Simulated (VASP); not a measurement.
Write the native input for VASP 6.6.1 that does the following.

```
Task                   : single point
Functional             : PBE
Potentials or basis    : VASP PAW PBE potentials, release 64 (Al)
Cutoff                 : 400 eV
k mesh                 : 2 × 3 × 3
Occupations            : methfessel-paxton, width 0.1 eV
Spin                   : no spin polarisation
Dipole correction      : no
Further INCAR settings : ALGO = Normal; EDIFF = 1e-06; NBANDS = 28
```

The structure of Al (a cell with a defect) lies in POSCAR:

```
Al
1.0
    0.0000000000      6.0744300000      6.0744300000
    4.0496200000      0.0000000000      4.0496200000
    4.0496200000      4.0496200000      0.0000000000
Al
11
Direct
    0.0000000000      0.0000000000      0.5000000000
    0.0000000000      0.5000000000      0.0000000000
    0.0000000000      0.5000000000      0.5000000000
    0.3333333333      0.0000000000      0.0000000000
    0.3333333333      0.0000000000      0.5000000000
    0.3333333333      0.5000000000      0.0000000000
    0.3333333333      0.5000000000      0.5000000000
    0.6666666667      0.0000000000      0.0000000000
    0.6666666667      0.0000000000      0.5000000000
    0.6666666667      0.5000000000      0.0000000000
    0.6666666667      0.5000000000      0.5000000000
```

The input as run:

INCAR

```
PREC = Accurate ; ENCUT = 400
EDIFF = 1E-6 ; ISMEAR = 1
SIGMA = 0.1 ; LREAL = F
LASPH = T ; NELM = 120
ALGO = Normal ; ISIF = 2
LWAVE = F ; LCHARG = F
GGA = PE ; NBANDS = 28
GGA_COMPAT = F
```

KPOINTS

```
regular mesh
0
Gamma
  2 3 3
```

Potentials or basis: VASP PAW PBE potentials, release 64 (Al).

The run is started by

```sh
$ cat potpaw_PBE.64/Al/POTCAR > POTCAR
$ mpirun -np 1 vasp_std > vasp.out
```

Results of the run:

```yaml
Pressure: -2.1 GPa
Largest_force: 0.321 eV/Å
Band_gap_on_the_k_mesh: zero (an odd number of electrons rules out a gap without spin polarisation)
```

Caveat: the k points lie up to 0.45 Å⁻¹ apart, too coarse for converged energies and pressures of a metal.

It took 38 s on 1 thread of Intel(R) Xeon(R) Platinum 8259CL CPU @ 2.50GHz (Skylake/Cascade Lake), on a shared host, peak memory 0.25 GiB.
